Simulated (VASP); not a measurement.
Set up this calculation in VASP 6.6.1, as the native input.

* Task: relaxation of shape and atoms at fixed volume
* Functional: PBE
* Potentials or basis: VASP PAW PBE potentials, release 64 (Mn_pv, S)
* Cutoff: 600 eV
* k mesh: 8 × 8 × 4
* Occupations: gaussian, width 0.05 eV
* Spin: collinear spin, antiferromagnetic start
* Starting moments: [4.45, -4.45, 0.0, 0.0] μB
* Dipole correction: no
* Further INCAR settings: ALGO = Normal; EDIFF = 1e-06; IBRION = 2; EDIFFG = -0.015; NSW = 60; ISIF = 4

The structure of MnS lies in POSCAR:

```
MnS
1.0
    3.9760016068     -0.0000000001      0.0000000000
   -1.9880008033      3.4433183970      0.0000000000
    0.0000000000      0.0000000000      6.4320005017
Mn S
2 2
Direct
    0.3333333333      0.6666666667      0.0000000000
    0.6666666667      0.3333333333      0.5000000000
    0.3333333333      0.6666666667      0.3850000000
    0.6666666667      0.3333333333      0.8850000000
```

The input as run:

INCAR

```
SYSTEM = MnS
  ALGO = Normal
  EDIFF = 1E-6
  EDIFFG = -0.015
  ENCUT = 600
  GGA = PE
  IBRION = 2
  ISIF = 4
  ISMEAR = 0
  ISPIN = 2
  LASPH = .True.
  LCHARG = .False.
  LMAXMIX = 4
  LORBIT = 11
  LREAL = .False.
  LWAVE = .False.
  MAGMOM = 4.45 -4.45 0 0
  NELM = 150
  NSW = 60
  PREC = Accurate
  SIGMA = 0.05
```

KPOINTS

```
k-points
0
Gamma
  8 8 4
  0 0 0
```

Potentials or basis: VASP PAW PBE potentials, release 64 (Mn_pv, S).

Run with:

```bash
$ cat potpaw_PBE.64/Mn_pv/POTCAR potpaw_PBE.64/S/POTCAR > POTCAR
$ mpirun -np 1 vasp_std > vasp.out
```

Results of the run:

```json
{
  "Energy gained by relaxing": "17.5 meV/atom",
  "Ionic steps": "10",
  "Pressure after relaxing": "-1.8 GPa",
  "Band gap on the k mesh": "0.98 eV, indirect (least direct gap 1.61 eV)",
  "Net moment": "0.00 μB per cell",
  "Site moments": "Mn +4.17, -4.17; S -0.03, +0.03 μB",
  "Valence electrons inside the program's atomic spheres": "Mn 11.39; S 3.75"
}
```

Wall time 24 min on 1 thread of AMD EPYC 7R13 (shared host), peak memory 0.3 GiB.
